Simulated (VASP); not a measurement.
SiO2: relaxation of cell and atoms with PBE

The system is SiO2.

```xyz
6
Lattice="-2.4897 2.4897 3.6515 2.4897 -2.4897 3.6515 2.4897 2.4897 -3.6515" Properties=species:S:1:pos:R:3 pbc="T T T"
Si    0.0000    0.0000    0.0000
Si    0.0000    2.4897    1.8258
O     0.4605    1.2449    0.9129
O     1.2449    2.9502    2.7386
O    -1.2449    2.0292    2.7386
O    -0.4605    3.7346    0.9129
```

```
Program                : VASP 6.6.1
Task                   : relaxation of cell and atoms
Functional             : PBE
Potentials or basis    : VASP PAW PBE potentials, release 64 (Si, O)
Cutoff                 : 600 eV
k mesh                 : 6 × 6 × 6
Occupations            : gaussian, width 0.02 eV
Spin                   : no spin polarisation
Target pressure        : 3 GPa
Dipole correction      : no
Further INCAR settings : ALGO = Normal; EDIFF = 1e-06; IBRION = 2; EDIFFG = -0.008; NSW = 70; ISIF = 3
```

| Quantity | Value |
| --- | --- |
| Relaxed volume | 13.87 Å³/atom |
| Relaxed cell | a = 4.977 Å, b = 4.977 Å, c = 4.977 Å, α = 122.75°, β = 122.75°, γ = 85.29° |
| Space group after relaxing (to 0.05 Å) | I-42d (No. 122) |
| Energy change on relaxing (the enthalpy is what falls) | +8.9 meV/atom |
| Ionic steps | 16 |
| Pressure after relaxing | 3.0 GPa |
| Band gap on the k mesh | 6.11 eV, direct |

The path:
```csv
step,energy change (eV),largest force (eV/Å),pressure (GPa),volume (Å³)
1,0.0000,0.2803,4.45,90.54
2,-0.0336,0.0018,0.27,92.34
3,-0.0244,0.1399,2.31,91.43
4,-0.0238,0.1333,2.33,91.05
5,-0.0207,0.1080,2.30,89.92
6,-0.0058,0.0204,1.99,87.69
7,0.0776,0.2928,0.39,83.35
8,0.0173,0.0736,1.59,85.91
9,0.0419,0.0894,3.90,84.34
10,0.0351,0.0530,3.41,84.68
11,0.0370,0.0504,3.41,84.46
12,0.0446,0.0431,3.42,83.80
13,0.0690,0.0234,3.42,82.46
14,0.0568,0.0318,3.45,83.05
15,0.0456,0.1052,1.67,83.78
16,0.0532,0.0002,3.00,83.23
```

Final structure:
```
Si O
1.0
    -2.38413    2.38413    3.66059
     2.38413   -2.38413    3.66059
     2.38413    2.38413   -3.66059
Si O
2 4
Direct
  0.00000 0.00000 0.00000
  0.75000 0.25000 0.50000
  0.37500 0.25450 0.37950
  0.00450 0.62500 0.87950
  0.74550 0.12500 0.12050
  0.87500 0.99550 0.62050
```

Levels at points of the mesh, in eV from the valence-band top:
```
           k point  band 13  band 14  band 15  band 16  band 17  band 18  band 19  band 20
(0.00, 0.00, 0.00)    -1.18    -1.05     0.00     0.00     6.11     8.72    11.61    11.69
(0.50, 0.00, 0.00)    -1.18    -0.63    -0.20    -0.19     8.46     9.42    10.13    10.28
(0.50, 0.50, 0.00)    -0.66    -0.66    -0.18    -0.18     9.62     9.62    10.25    10.25
(0.50, 0.50, 0.50)    -1.45    -1.45    -0.09    -0.09     9.17     9.17     9.64     9.64
```

Wall time 16 min on 1 thread of AMD EPYC 7R13, on a shared host, peak memory 0.26 GiB.

Caveat: the cell is relaxed towards a set pressure, so the enthalpy falls and the energy may rise. A k mesh can miss the band edges.
